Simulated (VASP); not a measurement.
Write the native input for VASP 6.6.1 that does the following.

```yaml
Task: single point
Functional: PBE
Potentials_or_basis: VASP PAW PBE potentials, release 64 (Mn_pv, Si)
Cutoff: 520 eV
k_mesh: 9 × 9 × 9
Occupations: fermi-dirac, width 0.05 eV
Spin: collinear spin, ferromagnetic start
Starting_moments: "[4.0, 0.0] μB"
Dipole_correction: no
Further_INCAR_settings: ALGO = Normal; EDIFF = 1e-07; NBANDS = 20
```

The structure of MnSi lies in POSCAR:

```
MnSi
1.0
    2.9264463590      0.0000000000      0.0000000000
    0.0000000000      2.9264463590      0.0000000000
    0.0000000000      0.0000000000      2.9264463590
Mn Si
1 1
Direct
    0.5000000000      0.5000000000      0.5000000000
    0.0000000000      0.0000000000      0.0000000000
```

These files were run (other wordings do the same):

INCAR

```
ALGO     = Normal         # electronic algorithm
EDIFF    = 1E-7           # SCF threshold, eV
ENCUT    = 520            # plane-wave cutoff, eV
GGA      = PE             # functional
ISIF     = 2              # what is computed and relaxed
ISMEAR   = -1             # smearing method
ISPIN    = 2              # spin polarisation
LASPH    = T              # aspherical terms in the spheres
LCHARG   = F              # write CHGCAR
LMAXMIX  = 4              # l up to which the mixer works
LORBIT   = 11             # projections on sites
LREAL    = F              # projectors in reciprocal space
LWAVE    = F              # write WAVECAR
MAGMOM   = 4 0            # initial moments
NBANDS   = 20             # bands
NELM     = 150            # most SCF steps
PREC     = Accurate       # precision mode
SIGMA    = 0.05           # smearing width, eV
```

KPOINTS

```
k-points
0
Gamma
  9 9 9
```

Potentials or basis: VASP PAW PBE potentials, release 64 (Mn_pv, Si).

Command:

```sh
$ cat potpaw_PBE.64/Mn_pv/POTCAR potpaw_PBE.64/Si/POTCAR > POTCAR
$ mpirun -np 1 vasp_std > vasp.out
```

It gave:

```yaml
Pressure: -19.8 GPa
Net_moment: 0.84 μB per cell
Site_moments: Mn +0.90; Si -0.06 μB
Valence_electrons_inside_the_program's_atomic_spheres: Mn 11.84; Si 1.55
```

Caveat: the cell stands under tension.

Run time: 62 s on 1 thread of Intel Xeon 8259CL, on a shared host, peak memory 0.16 GiB.
